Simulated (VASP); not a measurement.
# HfN (Fm-3m) in VASP: notebook

HfN is run at these levels: r2SCAN; tasks: single point.

Program: VASP 6.6.1. These are calculated values, not measurements. Logs are shortened: lines on timing, memory, paths and dates and some standing lists are left out, and cuts for length are marked.

## 1. The cell of the first run

The structure is cubic, space group Fm-3m (No. 225). Conventional cell: a = 4.518 Å, b = 4.518 Å, c = 4.518 Å, α = 90.00°, β = 90.00°, γ = 90.00°. Hf (site symmetry m-3m) has 6 N at 2.26 Å within 3.0 Å. Within 3.0 Å of N (site symmetry m-3m) lie 6 Hf at 2.26 Å.

## 2. Single point, r2SCAN

POSCAR

```
HfN
1.0
    0.0000000000      2.2590000000      2.2590000000
    2.2590000000      0.0000000000      2.2590000000
    2.2590000000      2.2590000000      0.0000000000
Hf N
1 1
Direct
    0.0000000000      0.0000000000      0.0000000000
    0.5000000000      0.5000000000      0.5000000000
```

INCAR.step1

```
SYSTEM = HfN
  ALGO = Normal
  EDIFF = 1E-4
  ENCUT = 520
  GGA = PE
  ISMEAR = 0
  LASPH = .TRUE.
  LCHARG = .FALSE.
  LREAL = .FALSE.
  LWAVE = .TRUE.
  NBANDS = 14
  NELM = 80
  PREC = Accurate
  SIGMA = 0.15
```

INCAR.step2

```
SYSTEM = HfN
  ALGO = Normal
  EDIFF = 1E-7
  ENCUT = 520
  ISIF = 2
  ISMEAR = 0
  ISTART = 1
  LASPH = .TRUE.
  LCHARG = .TRUE.
  LELF = .TRUE.
  LMIXTAU = .TRUE.
  LREAL = .FALSE.
  LVHAR = .TRUE.
  LWAVE = .FALSE.
  METAGGA = R2SCAN
  NBANDS = 14
  NELM = 80
  PREC = Accurate
  SIGMA = 0.15
```

KPOINTS

```
k-points
0
G
  18 18 18
  0 0 0
```

Potentials or basis: VASP PAW PBE potentials, release 64 (Hf_pv, N).

The run is started by

```
$ cat potpaw_PBE.64/Hf_pv/POTCAR potpaw_PBE.64/N/POTCAR > POTCAR
$ cp INCAR.step1 INCAR
$ mpirun -np 1 vasp_std > vasp.out
$ cp INCAR.step2 INCAR
$ mpirun -np 1 vasp_std > vasp.out
```

OUTCAR:

```text
SYSTEM = HfN
   EDIFF = 1E-7
   ENCUT = 520
   ISIF = 2
   ISMEAR = 0
   ISTART = 1
   LASPH = .TRUE.
   LREAL = .FALSE.
   METAGGA = R2SCAN
   NELM = 80
   PREC = Accurate

 ion  position               nearest neighbor table
   1  0.000  0.000  0.000-   2 2.26   2 2.26   2 2.26   2 2.26   2 2.26   2 2.26
   2  0.500  0.500  0.500-   1 2.26   1 2.26   1 2.26   1 2.26   1 2.26   1 2.26

  LATTYP: Found a face centered cubic cell.
 ALAT       =     4.5180000000

  Lattice vectors:

 A1 = (   0.0000000000,   2.2590000000,   2.2590000000)
 A2 = (   2.2590000000,   0.0000000000,   2.2590000000)
 A3 = (   2.2590000000,   2.2590000000,   0.0000000000)

Analysis of symmetry for initial positions (statically):
=====================================================================
 Subroutine PRICEL returns:
 Original cell was already a primitive cell.

 Routine SETGRP: Setting up the symmetry group for a
 face centered cubic supercell.

 Subroutine GETGRP returns: Found 48 space group operations
 (whereof 48 operations were pure point group operations)
 out of a pool of 48 trial point group operations.

The static configuration has the point symmetry O_h .

Analysis of symmetry for dynamics (positions and initial velocities):
=====================================================================
 Subroutine PRICEL returns:
 Original cell was already a primitive cell.

 Routine SETGRP: Setting up the symmetry group for a
 face centered cubic supercell.

 Subroutine GETGRP returns: Found 48 space group operations
 (whereof 48 operations were pure point group operations)
 out of a pool of 48 trial point group operations.

The dynamic configuration has the point symmetry O_h .

 Subroutine INISYM returns: Found 48 space group operations
 (whereof 48 operations are pure point group operations),
 and found     1 'primitive' translations

----------------------------------------------------------------------------------------

                                     Primitive cell

  volume of cell :      23.0557

  direct lattice vectors                    reciprocal lattice vectors
     0.000000000  2.259000000  2.259000000    -0.221336875  0.221336875  0.221336875
     2.259000000  0.000000000  2.259000000     0.221336875 -0.221336875  0.221336875
     2.259000000  2.259000000  0.000000000     0.221336875  0.221336875 -0.221336875

  length of vectors
     3.194708437  3.194708437  3.194708437     0.383366713  0.383366713  0.383366713

[... 85 lines left out ...]
   NFREE  =      0    steps in history (QN), initial steepest desc. (CG)
   ISIF   =      2    stress and relaxation
   ISYM   =      2    0-nonsym 1-usesym 2-fastsym
   POTIM  = 0.5000    time-step for ionic-motion
   TEBEG  =    0.0;   TEEND  =   0.0 temperature during run
   PSTRESS=    0.0 pullay stress
   NELECT =      15.0000    total number of electrons
   NUPDOWN=      -1.0000    fix difference up-down
   EMIN   =  10.00;   EMAX   =-10.00  energy-range for DOS
   EFERMI =   0.00;   METHOD = LEGACY
   ISMEAR =     0;   SIGMA  =   0.15  broadening in eV -4-tet -1-fermi 0-gaus
   EFERMI_NEDOS =   21; number of points for ismear=-14 and -15
   IALGO  =     38    algorithm
   IMIX   =      4    mixing-type and parameters
     AMIX     =   0.40;   BMIX     =  1.00
     AMIX_MAG =   1.60;   BMIX_MAG =  1.00
  volume/ion in A,a.u.               =      11.53        77.79
  Fermi-wavevector in a.u.,A,eV,Ry     =   1.418553  2.680677 27.378918  2.012294
  Thomas-Fermi vector in A             =   2.539667
   LORBIT       =      0    0 simple, 1 ext, 2 COOP (PROOUT), +10 PAW based schemes
   METAGGA = R2SCAN    functional components
   LHFCALC =     F    Hartree Fock is set to
   AEXX    =    0.0000 exact exchange contribution
   IVDW    =     0    specifies the selected vdW correction
   LEPSILON=     F    determine dielectric tensor
   LRPA    =     F    only Hartree local field effects (RPA)
 non-spin polarized calculation
 Gauss-broadening in eV      SIGMA  =   0.15
  energy-cutoff  :      520.00
  volume of cell :       23.06
 maximum number of plane-waves:       636
   NGX = 11   NGY = 11   NGZ = 11

 number of electron      15.0000000 magnetization

 Free energy of the ion-electron system (eV)
  ---------------------------------------------------
  ext. energy  EPLUGINS =         0.00000000
  ---------------------------------------------------
  free energy    TOTEN  =       -58.23820605 eV

  energy without entropy =      -58.23123176  energy(sigma->0) =      -58.23471891

 E-fermi :   8.5209     XC(G=0): -13.5620

 val. band max:        8.4959993462   @ k =   0.4444   0.2222   0.1111
 cond. band min:       8.5703939328   @ k =  -0.1111   0.0556   0.0000
 fundamental gap:      0.0743945866
 Fermi energy:         8.5209345589

 k-point     1 :       0.0000    0.0000    0.0000
  band No.  band energies     occupation
      1     -24.0050      2.00000
      2     -24.0050      2.00000
      3     -24.0050      2.00000
      4     -10.1701      2.00000
      5       5.1035      2.00000
      6       5.1035      2.00000
      7       5.1035      2.00000
      8       8.1932      1.99800
      9       8.1932      1.99800
     10       8.1932      1.99800
     11      10.5418      0.00000
     12      10.5418      0.00000
     13      10.5924      0.00000
     14      18.5780      0.00000
[... 377 lines left out ...]
      1     -24.4869      2.00000
      2     -24.0769      2.00000
      3     -24.0318      2.00000
      4      -8.9849      2.00000
      5       1.7159      2.00000
      6       2.9794      2.00000
      7       3.3691      2.00000
      8       8.9659      0.00003
      9       9.5211      0.00000
     10      10.4000      0.00000
     11      12.6944      0.00000
     12      13.9967      0.00000
     13      14.4129      0.00000
     14      19.5071      0.00000

 [... further k-points ...]
[... 5 lines left out ...]
  --------------------------------------------------------------------------------------
  -------------------------------------------------------------------------------------
  Total       -0.1814075     -0.1814075     -0.1814075     -0.0000000      0.0000000     -0.0000000
  in kB      -12.6062841    -12.6062841    -12.6062841     -0.0000000      0.0000000     -0.0000000
  external PRESSURE =     -12.6062841 kB  Pullay stress =       0.0000000 kB

 VOLUME and BASIS-vectors are now :
 -----------------------------------------------------------------------------
  energy-cutoff  :      520.00
  volume of cell :       23.06
      direct lattice vectors                 reciprocal lattice vectors
     0.000000000  2.259000000  2.259000000    -0.221336875  0.221336875  0.221336875
     2.259000000  0.000000000  2.259000000     0.221336875 -0.221336875  0.221336875
     2.259000000  2.259000000  0.000000000     0.221336875  0.221336875 -0.221336875

 POSITION                                       TOTAL-FORCE (eV/Angst)
 -----------------------------------------------------------------------------------
      0.00000      0.00000      0.00000        -0.000000     -0.000000     -0.000000
      2.25900      2.25900      2.25900         0.000000      0.000000      0.000000
 -----------------------------------------------------------------------------------
    total drift:                                0.000000     -0.000000     -0.000000

  FREE ENERGIE OF THE ION-ELECTRON SYSTEM (eV)
  ---------------------------------------------------
  free  energy   TOTEN  =       -58.2382060506 eV

  energy  without entropy=      -58.2312317646  energy(sigma->0) =      -58.23471891
```

Wall time 8.7 min (1 thread of AMD EPYC 7R13, shared host); peak memory 0.17 GiB.

Results:

| Property | Result |
| --- | --- |
| Free energy | -58.2382 eV |
| Pressure | -1.3 GPa |
| Band gap on the k mesh | zero (an odd number of electrons rules out a gap without spin polarisation) |

Caveat: the PAW data sets were made with another functional, which shifts forces and pressure a little; spin-orbit coupling is left out, which moves the levels of the heavy elements.

## 3. Single point, r2SCAN

POSCAR is that of step 2.

INCAR.step1

```
SYSTEM = HfN
PREC     = Accurate       ! precision mode
ENCUT    = 520            ! plane-wave cutoff, eV
ISMEAR   = 0              ! smearing method
SIGMA    = 0.15           ! smearing width, eV
LREAL    = .FALSE.        ! projectors in reciprocal space
LASPH    = .TRUE.         ! aspherical terms in the spheres
NELM     = 80             ! most SCF steps
NBANDS   = 14             ! bands
GGA      = PE             ! functional
ALGO     = Normal         ! electronic algorithm
EDIFF    = 1E-4           ! SCF threshold, eV
LWAVE    = .TRUE.         ! write WAVECAR
LCHARG   = .FALSE.        ! write CHGCAR
```

INCAR.step2

```
SYSTEM = HfN
PREC     = Accurate       ! precision mode
ENCUT    = 520            ! plane-wave cutoff, eV
EDIFF    = 1E-7           ! SCF threshold, eV
ISMEAR   = 0              ! smearing method
SIGMA    = 0.15           ! smearing width, eV
LREAL    = .FALSE.        ! projectors in reciprocal space
LASPH    = .TRUE.         ! aspherical terms in the spheres
NELM     = 80             ! most SCF steps
ALGO     = Normal         ! electronic algorithm
ISIF     = 2              ! what is computed and relaxed
LWAVE    = .FALSE.        ! write WAVECAR
LCHARG   = .FALSE.        ! write CHGCAR
METAGGA  = R2SCAN         ! meta-GGA
LMIXTAU  = .TRUE.       
NBANDS   = 14             ! bands
ISTART   = 1
```

KPOINTS

```
regular mesh
0
G
  20 20 20
  0 0 0
```

Potentials or basis: VASP PAW PBE potentials, release 64 (Hf_pv, N).

The run is started by

```
$ cat potpaw_PBE.64/Hf_pv/POTCAR potpaw_PBE.64/N/POTCAR > POTCAR
$ cp INCAR.step1 INCAR
$ mpirun -np 1 vasp_std > vasp.out
$ cp INCAR.step2 INCAR
$ mpirun -np 1 vasp_std > vasp.out
```

It took 12 min on 1 thread of AMD EPYC 7R13, shared host; peak memory 0.19 GiB.

It converged, with:

- Free energy: -58.2381 eV
- Pressure: -1.3 GPa
- Band gap on the k mesh: zero (an odd number of electrons rules out a gap without spin polarisation)

Levels at points of the mesh, in eV from the Fermi level:
| k point | band 5 | band 6 | band 7 | band 8 | band 9 | band 10 | band 11 | band 12 |
| --- | --- | --- | --- | --- | --- | --- | --- | --- |
| (0.00, 0.00, 0.00) | -3.45 | -3.45 | -3.45 | -0.36 | -0.36 | -0.36 | 1.99 | 1.99 |
| (0.50, 0.00, 0.00) | -9.37 | -6.67 | -6.67 | 3.37 | 3.76 | 3.76 | 4.59 | 9.06 |
| (0.50, 0.50, 0.00) | -5.96 | -4.16 | -4.16 | -3.91 | 4.12 | 5.54 | 5.54 | 5.78 |

Caveat: the PAW data sets were made with another functional, which shifts forces and pressure a little; spin-orbit coupling is left out, which moves the levels of the heavy elements.

The gap in the log of VASP goes by the Fermi energy; the results here count the filled bands.